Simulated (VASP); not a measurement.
# Cd (Pm-3m) in VASP: single point with LDA

Aim: the single point of Cd with LDA.

All numbers are computed with VASP 6.6.1; they aren't measurements. Logs are shortened: lines on timing, memory, paths and dates and some standing lists are left out, and cuts for length are marked.

## Step 1: The cell of the first run

The structure is cubic, space group Pm-3m (No. 221). The conventional cell has a = 2.733 Å, b = 2.733 Å, c = 2.733 Å, α = 90.00°, β = 90.00°, γ = 90.00°. Cd (site symmetry m-3m) has 6 Cd at 2.73 Å within 3.6 Å.

This isn't the form of Cd at room conditions, which is hcp.

## Step 2: Single point, LDA

Input file INCAR:

```
PREC = Accurate
ENCUT = 630
EDIFF = 1E-6
ISMEAR = -1
SIGMA = 0.05
LREAL = False
LASPH = True
NELM = 120
ALGO = Normal
ISIF = 2
LWAVE = False
LCHARG = False
GGA = CA
NBANDS = 16
GGA_COMPAT = False
```

Input file KPOINTS:

```
Automatic mesh
0
Gamma
  8 8 8
```

Input file POSCAR:

```
Cd
1.0
    2.7333994670      0.0000000000      0.0000000000
    0.0000000000      2.7333994670      0.0000000000
    0.0000000000      0.0000000000      2.7333994670
Cd
1
Direct
    0.0000000000      0.0000000000      0.0000000000
```

Potentials or basis: VASP PAW LDA potentials, release 64 (Cd_sv_GW).

The run is started by

```
> cat potpaw_LDA.64/Cd_sv_GW/POTCAR > POTCAR
> mpirun -np 1 vasp_std > vasp.out
```

OUTCAR:

```text
PREC = Accurate
   ENCUT = 630
   EDIFF = 1E-6
   ISMEAR = -1
   LREAL = False
   LASPH = True
   NELM = 120
   ISIF = 2
   GGA = CA

 ion  position               nearest neighbor table
   1  0.000  0.000  0.000-

  LATTYP: Found a simple cubic cell.
 ALAT       =     2.7333994670

  Lattice vectors:

 A1 = (   2.7333994670,   0.0000000000,   0.0000000000)
 A2 = (   0.0000000000,   2.7333994670,   0.0000000000)
 A3 = (   0.0000000000,   0.0000000000,   2.7333994670)

Analysis of symmetry for initial positions (statically):
=====================================================================
 Subroutine PRICEL returns:
 Original cell was already a primitive cell.

 Routine SETGRP: Setting up the symmetry group for a
 simple cubic supercell.

 Subroutine GETGRP returns: Found 48 space group operations
 (whereof 48 operations were pure point group operations)
 out of a pool of 48 trial point group operations.

The static configuration has the point symmetry O_h .

Analysis of symmetry for dynamics (positions and initial velocities):
=====================================================================
 Subroutine PRICEL returns:
 Original cell was already a primitive cell.

 Routine SETGRP: Setting up the symmetry group for a
 simple cubic supercell.

 Subroutine GETGRP returns: Found 48 space group operations
 (whereof 48 operations were pure point group operations)
 out of a pool of 48 trial point group operations.

The dynamic configuration has the point symmetry O_h .

 Subroutine INISYM returns: Found 48 space group operations
 (whereof 48 operations are pure point group operations),
 and found     1 'primitive' translations

----------------------------------------------------------------------------------------

                                     Primitive cell

  volume of cell :      20.4225

  direct lattice vectors                    reciprocal lattice vectors
     2.733399467  0.000000000  0.000000000     0.365844807  0.000000000  0.000000000
     0.000000000  2.733399467  0.000000000     0.000000000  0.365844807  0.000000000
     0.000000000  0.000000000  2.733399467     0.000000000  0.000000000  0.365844807

  length of vectors
     2.733399467  2.733399467  2.733399467     0.365844807  0.365844807  0.365844807
[... 66 lines left out ...]
   ions per type =               1
   NGX,Y,Z   is equivalent  to a cutoff of  14.60, 14.60, 14.60 a.u.
   NGXF,Y,Z  is equivalent  to a cutoff of  29.19, 29.19, 29.19 a.u.
 SYSTEM =  unknown system
   PREC   = accura    normal or accurate (medium, high low for compatibility)
   ISTART =      0    job   : 0-new  1-cont  2-samecut
   ICHARG =      2    charge: 1-file 2-atom 10-const
   ISPIN  =      1    spin polarized calculation?
   LNONCOLLINEAR =      F non collinear calculations
   LSORBIT =      F    spin-orbit coupling
   LASPH  =      T    aspherical Exc in radial PAW
   ENCUT  =  630.0 eV  46.30 Ry    6.80 a.u.   5.59  5.59  5.59*2*pi/ulx,y,z
   NELM   =    120;   NELMIN=  2; NELMDL= -5     # of ELM steps
   EDIFF  = 0.1E-05   stopping-criterion for ELM
   LREAL  =      F    real-space projection
[... 7 lines left out ...]
   TEBEG  =    0.0;   TEEND  =   0.0 temperature during run
   PSTRESS=    0.0 pullay stress
   NELECT =      20.0000    total number of electrons
   NUPDOWN=      -1.0000    fix difference up-down
   EMIN   =  10.00;   EMAX   =-10.00  energy-range for DOS
   EFERMI =   0.00;   METHOD = LEGACY
   ISMEAR =    -1;   SIGMA  =   0.05  broadening in eV -4-tet -1-fermi 0-gaus
   EFERMI_NEDOS =   21; number of points for ismear=-14 and -15
   IALGO  =     38    algorithm
   IMIX   =      4    mixing-type and parameters
     AMIX     =   0.40;   BMIX     =  1.00
     AMIX_MAG =   1.60;   BMIX_MAG =  1.00
  volume/ion in A,a.u.               =      20.42       137.82
  Fermi-wavevector in a.u.,A,eV,Ry     =   1.625730  3.072184 35.960167  2.642998
  Thomas-Fermi vector in A             =   2.718805
   LORBIT       =      0    0 simple, 1 ext, 2 COOP (PROOUT), +10 PAW based schemes
   GGA     = CA    functional components
   LHFCALC =     F    Hartree Fock is set to
   AEXX    =    0.0000 exact exchange contribution
   IVDW    =     0    specifies the selected vdW correction
   LEPSILON=     F    determine dielectric tensor
   LRPA    =     F    only Hartree local field effects (RPA)
 non-spin polarized calculation
  energy-cutoff  :      630.00
  volume of cell :       20.42
 maximum number of plane-waves:       756
 NGX is ok and might be reduce to    24
   NGX = 11   NGY = 11   NGZ = 11

 number of electron      20.0000000 magnetization

 Free energy of the ion-electron system (eV)
  ---------------------------------------------------
  ext. energy  EPLUGINS =         0.00000000
  ---------------------------------------------------
  free energy    TOTEN  =        -1.28376722 eV

  energy without entropy =       -1.28114720  energy(sigma->0) =       -1.28245721

 E-fermi :   6.7181     XC(G=0): -11.9009

 val. band max:        6.5667436663   @ k =   0.5000   0.3750   0.1250
 cond. band min:       6.7562288298   @ k =   0.5000   0.3750   0.0000
 fundamental gap:      0.1894851635
 Fermi energy:         6.7180651905

 k-point     1 :       0.0000    0.0000    0.0000
  band No.  band energies     occupation
      1     -95.9263      2.00000
      2     -57.2412      2.00000
      3     -57.2412      2.00000
      4     -57.2412      2.00000
      5      -3.8891      2.00000
      6      -3.8891      2.00000
[... 433 lines left out ...]
      3     -57.3217      2.00000
      4     -57.2414      2.00000
      5      -3.4399      2.00000
      6      -2.9597      2.00000
[... 8 lines left out ...]
     15      23.1658      0.00000
     16      26.3356      0.00000

 [... further k-points ...]

------------------------ aborting loop because EDIFF is reached ----------------------------------------

  FORCE on cell =-STRESS in cart. coord.  units (eV):
  Direction    XX          YY          ZZ          XY          YZ          ZX
  --------------------------------------------------------------------------------------
  -------------------------------------------------------------------------------------
  Total        1.2862354      1.2862354      1.2862354      0.0000000      0.0000000     -0.0000000
  in kB      100.9071003    100.9071003    100.9071003      0.0000000      0.0000000     -0.0000000
  external PRESSURE =     100.9071003 kB  Pullay stress =       0.0000000 kB

 VOLUME and BASIS-vectors are now :
 -----------------------------------------------------------------------------
  energy-cutoff  :      630.00
  volume of cell :       20.42
      direct lattice vectors                 reciprocal lattice vectors
     2.733399467  0.000000000  0.000000000     0.365844807  0.000000000  0.000000000
     0.000000000  2.733399467  0.000000000     0.000000000  0.365844807  0.000000000
     0.000000000  0.000000000  2.733399467     0.000000000  0.000000000  0.365844807

 POSITION                                       TOTAL-FORCE (eV/Angst)
 -----------------------------------------------------------------------------------
      0.00000      0.00000      0.00000         0.000000      0.000000      0.000000
 -----------------------------------------------------------------------------------
    total drift:                               -0.000000      0.000000      0.000000

  FREE ENERGIE OF THE ION-ELECTRON SYSTEM (eV)
  ---------------------------------------------------
  free  energy   TOTEN  =        -1.2837672188 eV

  energy  without entropy=       -1.2811471997  energy(sigma->0) =       -1.28245721
```

stdout:

```text
POSCAR found type information on POSCAR Cd
 POSCAR found :  1 types and       1 ions
 scaLAPACK will be used
 LDA part: xc-table for (Slater(with rela. corr.)+CA(PZ))
 , standard interpolation
 POSCAR, INCAR and KPOINTS ok, starting setup
 FFT: planning ... GRIDC
 FFT: planning ... GRID_SOFT
 FFT: planning ... GRID
 WAVECAR not read
 entering main loop
```

It took 4.1 s on 1 thread of Intel Xeon 6975P-C (Granite Rapids), shared host; peak memory 0.14 GiB.

What came out:

| Item | Value |
| --- | --- |
| Free energy | -1.2838 eV |
| Pressure | 10.1 GPa |
| Band gap on the k mesh | zero (bands 10 and 11 overlap by 7.71 eV) |

Levels at points of the mesh, in eV from the Fermi level:
| k point | band 8 | band 9 | band 10 | band 11 | band 12 | band 13 |
| --- | --- | --- | --- | --- | --- | --- |
| (0.00, 0.00, 0.00) | -8.30 | -8.30 | -8.30 | 11.06 | 11.06 | 11.06 |
| (0.50, 0.00, 0.00) | -9.01 | -8.24 | -3.20 | -2.56 | 14.82 | 15.91 |
| (0.50, 0.50, 0.00) | -8.89 | -7.70 | 0.90 | 0.90 | 3.26 | 6.40 |
| (0.50, 0.50, 0.50) | -7.66 | -7.66 | 5.16 | 5.16 | 5.16 | 8.31 |

Caveat: the cell stands under pressure.

The gap in the log of VASP goes by the Fermi energy; the results here count the filled bands.